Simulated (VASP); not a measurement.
# NaH (Fm-3m) in VASP: notebook

The runs below take NaH through single point, with r2SCAN.

Program: VASP 6.6.1. These are calculated values, not measurements. Logs are shortened: lines on timing, memory, paths and dates and some standing lists are left out, and cuts for length are marked.

### 1 The cell of the first run

Symmetry: Fm-3m, No. 225, cubic system. The conventional cell has a = 4.712 Å, b = 4.712 Å, c = 4.712 Å, α = 90.00°, β = 90.00°, γ = 90.00°. Within 3.1 Å of Na (site symmetry m-3m) lie 6 H at 2.36 Å. H (site symmetry m-3m) has 6 Na at 2.36 Å within 3.1 Å.

### 2 Single point, r2SCAN

POSCAR reads:

```
NaH
1.0
    0.0000000000      2.3557940984      2.3557940984
    2.3557940984      0.0000000000      2.3557940984
    2.3557940984      2.3557940984      0.0000000000
Na H
1 1
Direct
    0.0000000000      0.0000000000      0.0000000000
    0.5000000000      0.5000000000      0.5000000000
```

INCAR.step1 reads:

```
ALGO = Normal
EDIFF = 1E-4
ENCUT = 520
GGA = PE
ISMEAR = 0
LASPH = T
LCHARG = F
LREAL = F
LWAVE = T
NBANDS = 11
NELM = 60
PREC = Accurate
SIGMA = 0.01
```

INCAR.step2 reads:

```
ALGO = Normal
EDIFF = 1E-6
ENCUT = 520
ISIF = 2
ISMEAR = 0
ISTART = 1
LASPH = T
LCHARG = F
LMIXTAU = T
LREAL = F
LWAVE = F
METAGGA = R2SCAN
NBANDS = 11
NELM = 60
PREC = Accurate
SIGMA = 0.01
```

KPOINTS reads:

```
k-points
0
Gamma
  8 8 8
```

Potentials or basis: VASP PAW PBE potentials, release 64 (Na_pv, H).

On the command line:

```
> cat potpaw_PBE.64/Na_pv/POTCAR potpaw_PBE.64/H/POTCAR > POTCAR
> cp INCAR.step1 INCAR
> mpirun -np 1 vasp_std > vasp.out
> cp INCAR.step2 INCAR
> mpirun -np 1 vasp_std > vasp.out
```

OUTCAR:

```text
EDIFF = 1E-6
   ENCUT = 520
   ISIF = 2
   ISMEAR = 0
   ISTART = 1
   LASPH = T
   LREAL = F
   METAGGA = R2SCAN
   NELM = 60
   PREC = Accurate

 ion  position               nearest neighbor table
   1  0.000  0.000  0.000-
   2  0.500  0.500  0.500-

  LATTYP: Found a face centered cubic cell.
 ALAT       =     4.7115881968

  Lattice vectors:

 A1 = (   0.0000000000,   2.3557940984,   2.3557940984)
 A2 = (   2.3557940984,   0.0000000000,   2.3557940984)
 A3 = (   2.3557940984,   2.3557940984,   0.0000000000)

Analysis of symmetry for initial positions (statically):
=====================================================================
 Subroutine PRICEL returns:
 Original cell was already a primitive cell.

 Routine SETGRP: Setting up the symmetry group for a
 face centered cubic supercell.

 Subroutine GETGRP returns: Found 48 space group operations
 (whereof 48 operations were pure point group operations)
 out of a pool of 48 trial point group operations.

The static configuration has the point symmetry O_h .

Analysis of symmetry for dynamics (positions and initial velocities):
=====================================================================
 Subroutine PRICEL returns:
 Original cell was already a primitive cell.

 Routine SETGRP: Setting up the symmetry group for a
 face centered cubic supercell.

 Subroutine GETGRP returns: Found 48 space group operations
 (whereof 48 operations were pure point group operations)
 out of a pool of 48 trial point group operations.

The dynamic configuration has the point symmetry O_h .

 Subroutine INISYM returns: Found 48 space group operations
 (whereof 48 operations are pure point group operations),
 and found     1 'primitive' translations

----------------------------------------------------------------------------------------

                                     Primitive cell

  volume of cell :      26.1482

  direct lattice vectors                    reciprocal lattice vectors
     0.000000000  2.355794098  2.355794098    -0.212242658  0.212242658  0.212242658
     2.355794098  0.000000000  2.355794098     0.212242658 -0.212242658  0.212242658
     2.355794098  2.355794098  0.000000000     0.212242658  0.212242658 -0.212242658

  length of vectors
     3.331595964  3.331595964  3.331595964     0.367615066  0.367615066  0.367615066

  position of ions in fractional coordinates (direct lattice)
     0.000000000  0.000000000  0.000000000
     0.500000000  0.500000000  0.500000000

  ion indices of the primitive-cell ions
   primitive index   ion index
                 1           1
                 2           2

----------------------------------------------------------------------------------------

 KPOINTS: k-points

Automatic generation of k-mesh.
 Grid dimensions read from file:
 generate k-points for:    8    8    8

 Generating k-lattice:

  Cartesian coordinates                     Fractional coordinates (reciprocal lattice)
    -0.026530332  0.026530332  0.026530332     0.125000000  0.000000000  0.000000000
     0.026530332 -0.026530332  0.026530332     0.000000000  0.125000000  0.000000000
     0.026530332  0.026530332 -0.026530332     0.000000000  0.000000000  0.125000000

  Length of vectors
     0.045951883  0.045951883  0.045951883

  Shift w.r.t. Gamma in fractional coordinates (k-lattice)
     0.000000000  0.000000000  0.000000000

 Subroutine IBZKPT returns following result:
 ===========================================

 Found     29 irreducible k-points:

 Following reciprocal coordinates:
            Coordinates               Weight
  0.000000  0.000000  0.000000      1.000000
  0.125000  0.000000  0.000000      8.000000
  0.250000  0.000000  0.000000      8.000000
  0.375000  0.000000  0.000000      8.000000
  0.500000  0.000000  0.000000      4.000000
  0.125000  0.125000  0.000000      6.000000
[... 16 lines left out ...]
  0.500000  0.250000  0.125000     48.000000
 -0.375000  0.250000  0.125000     24.000000
 [... further k-points ...]
   k-points           NKPTS =     29   k-points in BZ     NKDIM =     29   number of bands    NBANDS=     11
   number of dos      NEDOS =    301   number of ions     NIONS =      2
   total plane-waves  NPLWV =  21952
   dimension x,y,z NGX =    28 NGY =   28 NGZ =   28
   dimension x,y,z NGXF=    56 NGYF=   56 NGZF=   56
   ions per type =               1   1
   NGX,Y,Z   is equivalent  to a cutoff of  13.97, 13.97, 13.97 a.u.
   NGXF,Y,Z  is equivalent  to a cutoff of  27.94, 27.94, 27.94 a.u.
 SYSTEM =  unknown system
   PREC   = accura    normal or accurate (medium, high low for compatibility)
   ISTART =      1    job   : 0-new  1-cont  2-samecut
   ICHARG =      0    charge: 1-file 2-atom 10-const
   ISPIN  =      1    spin polarized calculation?
   LNONCOLLINEAR =      F non collinear calculations
   LSORBIT =      F    spin-orbit coupling
   LASPH  =      T    aspherical Exc in radial PAW
[... 31 lines left out ...]
   LEPSILON=     F    determine dielectric tensor
   LRPA    =     F    only Hartree local field effects (RPA)
 non-spin polarized calculation
 Gauss-broadening in eV      SIGMA  =   0.01
  energy-cutoff  :      520.00
  volume of cell :       26.15
 maximum number of plane-waves:       725
 NGX is ok and might be reduce to    28
   NGX = 13   NGY = 13   NGZ = 13

 number of electron       8.0000003 magnetization

 Free energy of the ion-electron system (eV)
  ---------------------------------------------------
  ext. energy  EPLUGINS =         0.00000000
  ---------------------------------------------------
  free energy    TOTEN  =        -7.59844845 eV

  energy without entropy =       -7.59844845  energy(sigma->0) =       -7.59844845

 E-fermi :  -1.1384     XC(G=0):  -8.4246

 val. band max:       -1.2146446416   @ k =  -0.2500   0.5000   0.2500
 cond. band min:       3.2925125326   @ k =   0.5000   0.0000   0.0000
 fundamental gap:      4.5071571742
 Fermi energy:        -1.1384433259

 k-point     1 :       0.0000    0.0000    0.0000
  band No.  band energies     occupation
      1     -23.9742      2.00000
      2     -23.9738      2.00000
      3     -23.9738      2.00000
      4      -4.9787      2.00000
      5      10.9433      0.00000
      6      15.7181      0.00000
      7      15.7181      0.00000
      8      15.7182      0.00000
      9      16.8405      0.00000
     10      16.8405      0.00000
     11      16.8405      0.00000

 k-point     2 :       0.1250    0.0000    0.0000
  band No.  band energies     occupation
      1     -23.9910      2.00000
      2     -23.9761      2.00000
      3     -23.9757      2.00000
      4      -4.6910      2.00000
      5       9.8026      0.00000
      6      13.1222      0.00000
      7      14.9064      0.00000
      8      14.9067      0.00000
      9      17.6945      0.00000
     10      17.6948      0.00000
     11      18.1424      0.00000

 k-point     3 :       0.2500    0.0000    0.0000
  band No.  band energies     occupation
      1     -24.0320      2.00000
      2     -23.9807      2.00000
      3     -23.9803      2.00000
      4      -3.8782      2.00000
      5       7.0549      0.00000
      6      11.7526      0.00000
      7      13.9894      0.00000
      8      13.9899      0.00000
      9      17.9106      0.00000
     10      17.9116      0.00000
     11      19.6520      0.00000

 k-point     4 :       0.3750    0.0000    0.0000
  band No.  band energies     occupation
      1     -24.0723      2.00000
      2     -23.9853      2.00000
      3     -23.9849      2.00000
      4      -2.7569      2.00000
      5       4.4738      0.00000
      6      11.1919      0.00000
      7      13.3900      0.00000
      8      13.3906      0.00000
      9      17.4427      0.00000
     10      17.4440      0.00000
     11      20.0416      0.00000
[... 239 lines left out ...]
 k-point    22 :       0.3750    0.2500    0.1250
  band No.  band energies     occupation
      1     -24.0411      2.00000
      2     -24.0003      2.00000
      3     -23.9867      2.00000
      4      -3.2313      2.00000
      5       6.6533      0.00000
      6       9.0174      0.00000
      7      12.3527      0.00000
      8      15.2916      0.00000
      9      16.0625      0.00000
     10      18.7919      0.00000
     11      21.6416      0.00000

 k-point    23 :       0.5000    0.2500    0.1250
  band No.  band energies     occupation
      1     -24.0619      2.00000
      2     -24.0119      2.00000
      3     -23.9927      2.00000
      4      -2.2527      2.00000
      5       5.0203      0.00000
      6       7.8161      0.00000
      7      11.4638      0.00000
      8      15.5399      0.00000
      9      16.7257      0.00000
     10      18.9713      0.00000
     11      21.3697      0.00000

 k-point    24 :      -0.3750    0.2500    0.1250
  band No.  band energies     occupation
      1     -24.0708      2.00000
      2     -24.0154      2.00000
      3     -23.9962      2.00000
      4      -1.6995      2.00000
      5       4.1229      0.00000
      6       7.5489      0.00000
      7      11.0986      0.00000
      8      15.5229      0.00000
      9      16.5801      0.00000
     10      20.0895      0.00000
     11      22.3740      0.00000

 [... further k-points ...]
[... 5 lines left out ...]
  --------------------------------------------------------------------------------------
  -------------------------------------------------------------------------------------
  Total        0.2065542      0.2065542      0.2065542     -0.0000000      0.0000000      0.0000000
  in kB       12.6561804     12.6561804     12.6561804     -0.0000000      0.0000000      0.0000000
  external PRESSURE =      12.6561804 kB  Pullay stress =       0.0000000 kB

 VOLUME and BASIS-vectors are now :
 -----------------------------------------------------------------------------
  energy-cutoff  :      520.00
  volume of cell :       26.15
      direct lattice vectors                 reciprocal lattice vectors
     0.000000000  2.355794098  2.355794098    -0.212242658  0.212242658  0.212242658
     2.355794098  0.000000000  2.355794098     0.212242658 -0.212242658  0.212242658
     2.355794098  2.355794098  0.000000000     0.212242658  0.212242658 -0.212242658

 POSITION                                       TOTAL-FORCE (eV/Angst)
 -----------------------------------------------------------------------------------
      0.00000      0.00000      0.00000         0.000000      0.000000      0.000000
      2.35579      2.35579      2.35579         0.000000      0.000000     -0.000000
 -----------------------------------------------------------------------------------
    total drift:                               -0.000000     -0.000000     -0.000000

  FREE ENERGIE OF THE ION-ELECTRON SYSTEM (eV)
  ---------------------------------------------------
  free  energy   TOTEN  =        -7.5984484495 eV

  energy  without entropy=       -7.5984484495  energy(sigma->0) =       -7.59844845
```

Wall time 22 s (1 thread of Intel Xeon Platinum 8488C (Sapphire Rapids), shared host); peak memory 0.15 GiB.

What came out:

| Property | Result |
| --- | --- |
| Free energy | -7.5984 eV |
| Pressure | 1.3 GPa |
| Band gap on the k mesh | 4.51 eV, indirect (least direct gap 5.37 eV) |

Caveat: the PAW data sets were made with another functional, which shifts forces and pressure a little. r2SCAN opens gaps a little over a GGA but as a rule still falls short of measured ones.

### 3 Single point, r2SCAN

This run uses another cell than the first one, of 13.44 Å³/atom, 1.028 times its volume.

POSCAR reads:

```
NaH
1.0
    0.0000000000      2.3774080957      2.3774080957
    2.3774080957      0.0000000000      2.3774080957
    2.3774080957      2.3774080957      0.0000000000
Na H
1 1
Direct
    0.0000000000      0.0000000000      0.0000000000
    0.5000000000      0.5000000000      0.5000000000
```

INCAR.step1 reads:

```
  PREC = Accurate
  ENCUT = 520
  ISMEAR = 0
  SIGMA = 0.01
  LREAL = F
  LASPH = T
  NELM = 100
  NBANDS = 11
  GGA = PE
  ALGO = Normal
  EDIFF = 1E-4
  LWAVE = T
  LCHARG = F
```

INCAR.step2 reads:

```
  PREC = Accurate
  ENCUT = 520
  EDIFF = 1E-6
  ISMEAR = 0
  SIGMA = 0.01
  LREAL = F
  LASPH = T
  NELM = 100
  ALGO = Normal
  ISIF = 2
  LWAVE = F
  LCHARG = F
  METAGGA = R2SCAN
  LMIXTAU = T
  NBANDS = 11
  ISTART = 1
```

KPOINTS reads:

```
regular mesh
0
Gamma
  8 8 8
```

Potentials or basis: VASP PAW PBE potentials, release 64 (Na_pv, H).

On the command line:

```
> cat potpaw_PBE.64/Na_pv/POTCAR potpaw_PBE.64/H/POTCAR > POTCAR
> cp INCAR.step1 INCAR
> mpirun -np 1 vasp_std > vasp.out
> cp INCAR.step2 INCAR
> mpirun -np 1 vasp_std > vasp.out
```

Wall time 22 s (1 thread of Intel Xeon Platinum 8488C (Sapphire Rapids), shared host); peak memory 0.15 GiB.

It converged, with:

- Free energy: -7.6023 eV
- Pressure: 0.4 GPa
- Band gap on the k mesh: 4.46 eV, indirect (least direct gap 5.31 eV)

Levels at points of the mesh, in eV from the valence-band top:
```
           k point  band 1  band 2  band 3  band 4  band 5  band 6  band 7  band 8
(0.00, 0.00, 0.00)  -22.81  -22.81  -22.81   -3.69   11.90   16.72   16.72   16.72
(0.50, 0.00, 0.00)  -22.91  -22.82  -22.82   -0.85    4.46   12.04   14.22   14.22
(0.50, 0.50, 0.00)  -22.90  -22.84  -22.84   -0.18    5.30   10.89   11.70   11.70
```

Caveat: the PAW data sets were made with another functional, which shifts forces and pressure a little. A k mesh can miss the band edges.

### 4 Single point, r2SCAN

This run uses another cell than the first one, of 13.80 Å³/atom, 1.056 times its volume.

POSCAR reads:

```
NaH
1.0
    0.0000000000      2.3986360769      2.3986360769
    2.3986360769      0.0000000000      2.3986360769
    2.3986360769      2.3986360769      0.0000000000
Na H
1 1
Direct
    0.0000000000      0.0000000000      0.0000000000
    0.5000000000      0.5000000000      0.5000000000
```

INCAR.step1 reads:

```
SYSTEM = NaH
PREC     = Accurate       ! precision mode
ENCUT    = 520            ! plane-wave cutoff, eV
ISMEAR   = 0              ! smearing method
SIGMA    = 0.01           ! smearing width, eV
LREAL    = .FALSE.        ! projectors in reciprocal space
LASPH    = .TRUE.         ! aspherical terms in the spheres
NELM     = 60             ! most SCF steps
NBANDS   = 11             ! bands
GGA      = PE             ! functional
ALGO     = Normal         ! electronic algorithm
EDIFF    = 1E-4           ! SCF threshold, eV
LWAVE    = .TRUE.         ! write WAVECAR
LCHARG   = .FALSE.        ! write CHGCAR
```

INCAR.step2 reads:

```
SYSTEM = NaH
PREC     = Accurate       ! precision mode
ENCUT    = 520            ! plane-wave cutoff, eV
EDIFF    = 1E-6           ! SCF threshold, eV
ISMEAR   = 0              ! smearing method
SIGMA    = 0.01           ! smearing width, eV
LREAL    = .FALSE.        ! projectors in reciprocal space
LASPH    = .TRUE.         ! aspherical terms in the spheres
NELM     = 60             ! most SCF steps
ALGO     = Normal         ! electronic algorithm
ISIF     = 2              ! what is computed and relaxed
LWAVE    = .FALSE.        ! write WAVECAR
LCHARG   = .TRUE.         ! write CHGCAR
METAGGA  = R2SCAN         ! meta-GGA
LMIXTAU  = .TRUE.       
LELF     = .TRUE.         ! ELF
LVHAR    = .TRUE.       
NBANDS   = 11             ! bands
ISTART   = 1
```

KPOINTS reads:

```
regular mesh
0
G
  8 8 8
  0 0 0
```

On the command line:

```
> cat potpaw_PBE.64/Na_pv/POTCAR potpaw_PBE.64/H/POTCAR > POTCAR
> cp INCAR.step1 INCAR
> mpirun -np 1 vasp_std > vasp.out
> cp INCAR.step2 INCAR
> mpirun -np 1 vasp_std > vasp.out
```

Run time: 24 s. Hardware: 1 thread of Intel Xeon Platinum 8488C (Sapphire Rapids), shared host; peak memory 0.15 GiB.

It converged, with:

```yaml
Free_energy: -7.6024 eV
Pressure: -0.3 GPa
Band_gap_on_the_k_mesh: 4.41 eV, indirect (least direct gap 5.25 eV)
```

Levels at points of the mesh, in eV from the valence-band top:
```
           k point  band 1  band 2  band 3  band 4  band 5  band 6  band 7  band 8
(0.00, 0.00, 0.00)  -22.86  -22.86  -22.86   -3.61   11.64   16.52   16.52   16.52
(0.50, 0.00, 0.00)  -22.95  -22.87  -22.87   -0.84    4.41   11.85   14.05   14.05
(0.50, 0.50, 0.00)  -22.94  -22.89  -22.89   -0.17    5.24   10.79   11.53   11.53
```

Caveat: the PAW data sets were made with another functional, which shifts forces and pressure a little. r2SCAN opens gaps a little over a GGA but as a rule still falls short of measured ones.

### 5 Single point, r2SCAN

This run uses another cell than the first one, of 14.16 Å³/atom, 1.083 times its volume.

POSCAR reads:

```
NaH
1.0
    0.0000000000      2.4194948289      2.4194948289
    2.4194948289      0.0000000000      2.4194948289
    2.4194948289      2.4194948289      0.0000000000
Na H
1 1
Direct
    0.0000000000      0.0000000000      0.0000000000
    0.5000000000      0.5000000000      0.5000000000
```

INCAR.step1 reads:

```
SYSTEM = NaH
PREC = Accurate
ENCUT = 520
ISMEAR = 0
SIGMA = 0.01
LREAL = .FALSE.
LASPH = .TRUE.
NELM = 100
NBANDS = 11
GGA = PE
ALGO = Normal
EDIFF = 1E-4
LWAVE = .TRUE.
LCHARG = .FALSE.
```

INCAR.step2 reads:

```
SYSTEM = NaH
PREC = Accurate
ENCUT = 520
EDIFF = 1E-6
ISMEAR = 0
SIGMA = 0.01
LREAL = .FALSE.
LASPH = .TRUE.
NELM = 100
ALGO = Normal
ISIF = 2
LWAVE = .FALSE.
LCHARG = .FALSE.
METAGGA = R2SCAN
LMIXTAU = .TRUE.
NBANDS = 11
ISTART = 1
```

KPOINTS reads:

```
Automatic mesh
0
G
  8 8 8
  0 0 0
```

On the command line:

```
> cat potpaw_PBE.64/Na_pv/POTCAR potpaw_PBE.64/H/POTCAR > POTCAR
> cp INCAR.step1 INCAR
> mpirun -np 1 vasp_std > vasp.out
> cp INCAR.step2 INCAR
> mpirun -np 1 vasp_std > vasp.out
```

It took 22 s on 1 thread of Intel Xeon Platinum 8488C (Sapphire Rapids), shared host; peak memory 0.16 GiB.

Results (log left out):

| Quantity | Value |
| --- | --- |
| Free energy | -7.5998 eV |
| Pressure | -0.8 GPa |
| Band gap on the k mesh | 4.36 eV, indirect (least direct gap 5.19 eV) |

Levels at points of the mesh, in eV from the valence-band top:
| k point | band 2 | band 3 | band 4 | band 5 | band 6 | band 7 |
| --- | --- | --- | --- | --- | --- | --- |
| (0.00, 0.00, 0.00) | -22.91 | -22.91 | -3.54 | 11.40 | 16.32 | 16.32 |
| (0.50, 0.00, 0.00) | -22.92 | -22.92 | -0.83 | 4.36 | 11.66 | 13.89 |
| (0.50, 0.50, 0.00) | -22.94 | -22.94 | -0.17 | 5.18 | 10.69 | 11.36 |

Caveat: the PAW data sets were made with another functional, which shifts forces and pressure a little. A k mesh can miss the band edges.

### 6 The runs side by side

```tsv
cell	gap on the mesh (eV)	pressure (GPa)
a = 3.332 Å, angles 60.0°, 2 atoms	4.51	1.3
a = 3.362 Å, angles 60.0°, 2 atoms	4.46	0.4
a = 3.392 Å, angles 60.0°, 2 atoms	4.41	-0.3
a = 3.422 Å, angles 60.0°, 2 atoms	4.36	-0.8
```

Alike in all rows: task single point; level r2SCAN; potentials or basis VASP PAW PBE potentials, release 64 (Na_pv, H); no spin polarisation; k mesh 8 × 8 × 8; cutoff (eV) 520; smearing gaussian 0.01 eV.

Caveats: the PAW data sets were made with another functional, which shifts forces and pressure a little.

Total energies depend on the potentials used, so only differences within one code and one set of settings carry meaning.
